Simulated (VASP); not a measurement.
# GdN (P6_3mc) in VASP: notebook, part 2 of 2

VASP 6.6.1.

## Step 4: Single point, PBE, collinear spin, ferromagnetic start

This run uses another cell than the first one, of 18.11 Å³/atom.

Contents of INCAR:

```
SYSTEM = GdN
PREC = Accurate
ENCUT = 520
EDIFF = 1E-7
ISMEAR = 0
SIGMA = 0.02
LREAL = .False.
LASPH = .True.
NELM = 150
ALGO = Normal
ISIF = 2
LWAVE = .False.
LCHARG = .False.
ISPIN = 2
MAGMOM = 7.5 7.5 0 0
LORBIT = 11
LMAXMIX = 6
GGA = PE
NBANDS = 35
```

Contents of KPOINTS:

```
Automatic mesh
0
Gamma
  12 12 6
  0 0 0
```

Contents of POSCAR:

```
GdN
1.0
    4.0635064537      0.0000000000      0.0000000000
   -2.0317532269      3.5190998174      0.0000000000
    0.0000000000      0.0000000000      5.0647422800
Gd N
2 2
Direct
    0.3333333333      0.6666666667      0.4297797680
    0.6666666667      0.3333333333      0.9297797680
    0.3333333333      0.6666666667      0.9552202220
    0.6666666667      0.3333333333      0.4552202220
```

Potentials or basis: VASP PAW PBE potentials, release 64 (Gd, N).

Command:

```bash
$ cat potpaw_PBE.64/Gd/POTCAR potpaw_PBE.64/N/POTCAR > POTCAR
$ mpirun -np 1 vasp_std > vasp.out
```

OUTCAR:

```text
SYSTEM = GdN
   PREC = Accurate
   ENCUT = 520
   EDIFF = 1E-7
   ISMEAR = 0
   LREAL = .False.
   LASPH = .True.
   NELM = 150
   ISIF = 2
   ISPIN = 2
   LORBIT = 11
   GGA = PE

 ion  position               nearest neighbor table
   1  0.333  0.667  0.430-   4 2.35   4 2.35   4 2.35   3 2.40   3 2.66   2 3.45   2 3.45   2 3.45
                             2 3.45   2 3.45   2 3.45
   2  0.667  0.333  0.930-   3 2.35   3 2.35   3 2.35   4 2.40   4 2.66   1 3.45   1 3.45   1 3.45
                             1 3.45   1 3.45   1 3.45
   3  0.333  0.667  0.955-   2 2.35   2 2.35   2 2.35   1 2.40   1 2.66
   4  0.667  0.333  0.455-   1 2.35   1 2.35   1 2.35   2 2.40   2 2.66

  LATTYP: Found a hexagonal cell.
 ALAT       =     4.0635064537
 C/A-ratio  =     1.2463970066

  Lattice vectors:

 A1 = (   4.0635064537,   0.0000000000,   0.0000000000)
 A2 = (  -2.0317532269,   3.5190998174,   0.0000000000)
 A3 = (   0.0000000000,   0.0000000000,   5.0647422800)

Analysis of symmetry for initial positions (statically):
=====================================================================
 Subroutine PRICEL returns:
 Original cell was already a primitive cell.

 Routine SETGRP: Setting up the symmetry group for a
 hexagonal supercell.

 Subroutine GETGRP returns: Found 12 space group operations
 (whereof  6 operations were pure point group operations)
 out of a pool of 24 trial point group operations.

The static configuration has the point symmetry C_3v.
 The point group associated with its full space group is C_6v.

Analysis of symmetry for dynamics (positions and initial velocities):
=====================================================================
 Subroutine PRICEL returns:
 Original cell was already a primitive cell.

 Routine SETGRP: Setting up the symmetry group for a
 hexagonal supercell.

 Subroutine GETGRP returns: Found 12 space group operations
 (whereof  6 operations were pure point group operations)
 out of a pool of 24 trial point group operations.

The dynamic configuration has the point symmetry C_3v.
 The point group associated with its full space group is C_6v.

Analysis of structural, dynamic, and magnetic symmetry:
=====================================================================
 Subroutine PRICEL returns:
 Original cell was already a primitive cell.

 Routine SETGRP: Setting up the symmetry group for a
 hexagonal supercell.

 Subroutine GETGRP returns: Found 12 space group operations
 (whereof  6 operations were pure point group operations)
 out of a pool of 24 trial point group operations.

The overall configuration has the point symmetry C_3v.
 The point group associated with its full space group is C_6v.

 Subroutine INISYM returns: Found 12 space group operations
 (whereof  6 operations are pure point group operations),
 and found     1 'primitive' translations

----------------------------------------------------------------------------------------

                                     Primitive cell

  volume of cell :      72.4252

[... 85 lines left out ...]
   ICHARG =      2    charge: 1-file 2-atom 10-const
   ISPIN  =      2    spin polarized calculation?
   LNONCOLLINEAR =      F non collinear calculations
   LSORBIT =      F    spin-orbit coupling
   LASPH  =      T    aspherical Exc in radial PAW
   ENCUT  =  520.0 eV  38.22 Ry    6.18 a.u.   7.56  7.56  9.42*2*pi/ulx,y,z
   NELM   =    150;   NELMIN=  2; NELMDL= -5     # of ELM steps
   EDIFF  = 0.1E-06   stopping-criterion for ELM
   LREAL  =      F    real-space projection
   EDIFFG = 0.1E-05   stopping-criterion for IOM
   NSW    =      0    number of steps for IOM
   IBRION =     -1    ionic relax: 0-MD 1-quasi-New 2-CG
   NFREE  =      0    steps in history (QN), initial steepest desc. (CG)
   ISIF   =      2    stress and relaxation
   ISYM   =      2    0-nonsym 1-usesym 2-fastsym
   POTIM  = 0.5000    time-step for ionic-motion
   TEBEG  =    0.0;   TEEND  =   0.0 temperature during run
   PSTRESS=    0.0 pullay stress
   NELECT =      46.0000    total number of electrons
   NUPDOWN=      -1.0000    fix difference up-down
   EMIN   =  10.00;   EMAX   =-10.00  energy-range for DOS
   EFERMI =   0.00;   METHOD = LEGACY
   ISMEAR =     0;   SIGMA  =   0.02  broadening in eV -4-tet -1-fermi 0-gaus
   EFERMI_NEDOS =   21; number of points for ismear=-14 and -15
   IALGO  =     38    algorithm
   IMIX   =      4    mixing-type and parameters
     AMIX     =   0.40;   BMIX     =  1.00
     AMIX_MAG =   1.60;   BMIX_MAG =  1.00
  volume/ion in A,a.u.               =      18.11       122.19
  Fermi-wavevector in a.u.,A,eV,Ry     =   1.407227  2.659273 26.943450  1.980288
  Thomas-Fermi vector in A             =   2.529507
   LORBIT       =     11    0 simple, 1 ext, 2 COOP (PROOUT), +10 PAW based schemes
   GGA     = PE    functional components
   LHFCALC =     F    Hartree Fock is set to
   AEXX    =    0.0000 exact exchange contribution
   IVDW    =     0    specifies the selected vdW correction
   LEPSILON=     F    determine dielectric tensor
   LRPA    =     F    only Hartree local field effects (RPA)
 spin polarized calculation
 Gauss-broadening in eV      SIGMA  =   0.02
  energy-cutoff  :      520.00
  volume of cell :       72.43
 maximum number of plane-waves:      1970
   NGX = 15   NGY = 15   NGZ = 19

 number of electron      46.0000008 magnetization       6.9266664

 number of electron      45.9999992 magnetization      14.0000017

 Free energy of the ion-electron system (eV)
  ---------------------------------------------------
  ext. energy  EPLUGINS =         0.00000000
  ---------------------------------------------------
  free energy    TOTEN  =       -46.12783628 eV

  energy without entropy =      -46.12783628  energy(sigma->0) =      -46.12783628

 E-fermi :   3.1789     XC(G=0): -10.5242

 val. band max:        2.9781588350   @ k =   0.0000   0.0000   0.0000
 cond. band min:       3.6294553078   @ k =   0.3333   0.3333   0.0000
 fundamental gap:      0.6512964728
 Fermi energy:         3.1789342926

 spin component 1

 k-point     1 :       0.0000    0.0000    0.0000
  band No.  band energies     occupation
      1     -40.8475      1.00000
      2     -40.7291      1.00000
      3     -18.7266      1.00000
      4     -18.3035      1.00000
      5     -18.3035      1.00000
      6     -18.0307      1.00000
[... 901 lines left out ...]
     34       8.4085      0.00000
     35       8.6658      0.00000

 [... further k-points ...]

 spin component 2

 k-point     1 :       0.0000    0.0000    0.0000
  band No.  band energies     occupation
      1     -37.7469      1.00000
      2     -37.5945      1.00000
      3     -16.6910      1.00000
      4     -16.1599      1.00000
      5     -16.1599      1.00000
      6     -15.8248      1.00000
[... 901 lines left out ...]
     34       9.1797      0.00000
     35       9.4211      0.00000

 [... further k-points ...]
[... 5 lines left out ...]
  --------------------------------------------------------------------------------------
  -------------------------------------------------------------------------------------
  Total        0.0880776      0.0880776      0.0381386     -0.0000000      0.0000000      0.0000000
  in kB        1.9484350      1.9484350      0.8436951     -0.0000000      0.0000000      0.0000000
  external PRESSURE =       1.5801884 kB  Pullay stress =       0.0000000 kB

 VOLUME and BASIS-vectors are now :
 -----------------------------------------------------------------------------
  energy-cutoff  :      520.00
  volume of cell :       72.43
      direct lattice vectors                 reciprocal lattice vectors
     4.063506454  0.000000000  0.000000000     0.246092879  0.142081790  0.000000000
    -2.031753227  3.519099817  0.000000000     0.000000000  0.284163579  0.000000000
     0.000000000  0.000000000  5.064742280     0.000000000  0.000000000  0.197443413

 POSITION                                       TOTAL-FORCE (eV/Angst)
 -----------------------------------------------------------------------------------
     -0.00000      2.34607      2.17672        -0.000000      0.000000      0.006159
      2.03175      1.17303      4.70909         0.000000     -0.000000      0.006159
     -0.00000      2.34607      4.83794         0.000000     -0.000000     -0.006159
      2.03175      1.17303      2.30557         0.000000      0.000000     -0.006159
 -----------------------------------------------------------------------------------
    total drift:                                0.000000     -0.000000      0.002947

  FREE ENERGIE OF THE ION-ELECTRON SYSTEM (eV)
  ---------------------------------------------------
  free  energy   TOTEN  =       -46.1278362843 eV

  energy  without entropy=      -46.1278362843  energy(sigma->0) =      -46.12783628

 total charge

# of ion       s       p       d       f       tot
--------------------------------------------------
    1        2.038   5.651   0.560   7.001  15.250
    2        2.038   5.651   0.560   7.001  15.250
    3        1.254   2.401   0.000   0.000   3.655
    4        1.254   2.401   0.000   0.000   3.655
--------------------------------------------------
tot          6.584  16.104   1.121  14.001  37.810

 magnetization (x)

# of ion       s       p       d       f       tot
--------------------------------------------------
    1       -0.004  -0.082   0.073   6.811   6.798
    2       -0.004  -0.082   0.073   6.811   6.798
    3       -0.007  -0.059   0.000   0.000  -0.066
    4       -0.007  -0.059   0.000   0.000  -0.066
--------------------------------------------------
tot         -0.022  -0.282   0.146  13.621  13.464
```

OSZICAR:

```text
N       E                     dE             d eps       ncg     rms          rms(c)
DAV:   1     0.349837550106E+03    0.34984E+03   -0.16190E+04 15619   0.665E+03
DAV:   2     0.489722294795E+02   -0.30087E+03   -0.25059E+03 16080   0.510E+02
DAV:   3    -0.363480907139E+02   -0.85320E+02   -0.81103E+02 17597   0.240E+02
[... 12 lines left out ...]
DAV:  74    -0.461278330463E+02   -0.93710E-05   -0.28586E-04 20312   0.895E-02    0.546E-01
DAV:  75    -0.461278377564E+02   -0.47102E-05   -0.17793E-05 20102   0.438E-02    0.436E-01
DAV:  76    -0.461278347585E+02    0.29979E-05   -0.72712E-06 16662   0.112E-01    0.343E-01
DAV:  77    -0.461278354995E+02   -0.74106E-06   -0.60696E-06 18335   0.760E-02    0.262E-01
DAV:  78    -0.461278363778E+02   -0.87826E-06   -0.49089E-06 16368   0.168E-02    0.228E-01
DAV:  79    -0.461278362843E+02    0.93538E-07   -0.62944E-07 10361   0.891E-03
   1 F= -.46127836E+02 E0= -.46127836E+02  d E =-.111695E-48  mag=    14.0000
```

stdout:

```text
POSCAR found type information on POSCAR GdN
 POSCAR found :  2 types and       4 ions
 scaLAPACK will be used
 LDA part: xc-table for (Slater+PW92), standard interpolation
 POSCAR, INCAR and KPOINTS ok, starting setup
 FFT: planning ... GRIDC
 FFT: planning ... GRID_SOFT
 FFT: planning ... GRID
 WAVECAR not read
 entering main loop
```

It took 28 min on 1 thread of Intel Xeon Platinum 8488C (Sapphire Rapids), shared host; peak memory 0.44 GiB.

What came out:

```yaml
Free_energy: -46.1278 eV
Pressure: 0.2 GPa
Largest_force: 0.006 eV/Å
Band_gap_on_the_k_mesh: 0.65 eV (least direct gap 0.95 eV)
Net_moment: 14.00 μB per cell
Site_moments: Gd +6.80; N -0.07 μB
Valence_electrons_inside_the_program's_atomic_spheres: Gd 15.25; N 3.65
```

Forces on the atoms (eV/Å):
```
Gd   0.000  0.000  0.006
Gd   0.000  0.000  0.006
N    0.000  0.000 -0.006
N    0.000  0.000 -0.006
```

Levels at points of the mesh, in eV from the valence-band top:
Spin up:
| k point | band 26 | band 27 | band 28 | band 29 | band 30 | band 31 | band 32 | band 33 | band 34 | band 35 |
| --- | --- | --- | --- | --- | --- | --- | --- | --- | --- | --- |
| (0.00, 0.00, 0.00) | -2.28 | -2.26 | -2.26 | -1.36 | 0.00 | 1.49 | 2.49 | 2.49 | 4.49 | 5.61 |
| (0.50, 0.00, 0.00) | -1.85 | -1.27 | -1.14 | -1.05 | -0.72 | 1.58 | 2.25 | 2.39 | 4.98 | 5.00 |
| (0.00, 0.00, 0.50) | -2.64 | -2.64 | -2.64 | -2.43 | -2.43 | 3.01 | 3.01 | 4.94 | 4.94 | 4.94 |
| (0.50, 0.00, 0.50) | -3.09 | -1.95 | -1.95 | -1.22 | -1.22 | 2.87 | 2.87 | 4.28 | 4.28 | 5.41 |
Spin down:
```csv
k point,band 14,band 15,band 16,band 17,band 18,band 19
"(0.00, 0.00, 0.00)",-2.10,-1.04,-0.99,0.95,1.79,1.79
"(0.50, 0.00, 0.00)",-1.29,-1.23,-1.04,1.44,1.65,1.79
"(0.00, 0.00, 0.50)",-2.51,-2.51,-2.51,1.64,1.64,1.81
"(0.50, 0.00, 0.50)",-2.07,-1.30,-1.30,1.69,1.69,1.86
```

Caveat: spin-orbit coupling is left out, which moves the levels of the heavy elements; semilocal functionals describe open f shells poorly, which spoils levels, moments and volumes.

## Step 5: Summary

```csv
task,cell,k mesh,cutoff (eV),smearing,gap on the mesh (eV),pressure (GPa),moment (μB),largest force (eV/Å)
single point,"a = 4.054, b = 4.054, c = 5.101 Å, angles 90.0, 90.0, 120.0°, 4 atoms, atomic positions A",5 × 5 × 3,520,gaussian 0.15 eV,1.01,0.0,14.00,0.01
relaxation of cell and atoms,"relaxed from a = 3.521, b = 3.521, c = 5.702 Å, angles 90.0, 90.0, 120.0°, 4 atoms, atomic positions B",5 × 5 × 3,600,gaussian 0.15 eV,1.11,0.0,14.00,0.04
single point,"a = 4.064, b = 4.064, c = 5.065 Å, angles 90.0, 90.0, 120.0°, 4 atoms, atomic positions C",12 × 12 × 6,520,gaussian 0.02 eV,0.65,0.2,14.00,0.01
```

Alike in all rows: level PBE; potentials or basis VASP PAW PBE potentials, release 64 (Gd, N); spin collinear, ferromagnetic start.

Caveats: spin-orbit coupling is left out, which moves the levels of the heavy elements; semilocal functionals describe open f shells poorly, which spoils levels, moments and volumes; an odd mesh through Γ misses points on the zone boundary, where band edges can lie (at least some runs); the electronic state changed during the relaxation (at least some runs); the volume moved by over 15 % at a fixed basis, so the end points are rough (at least some runs); the relaxation stopped at a loose force limit of 0.08 eV/Å, so its end isn't a converged minimum (at least some runs).

Total energies depend on the potentials used, so only differences within one code and one set of settings carry meaning.
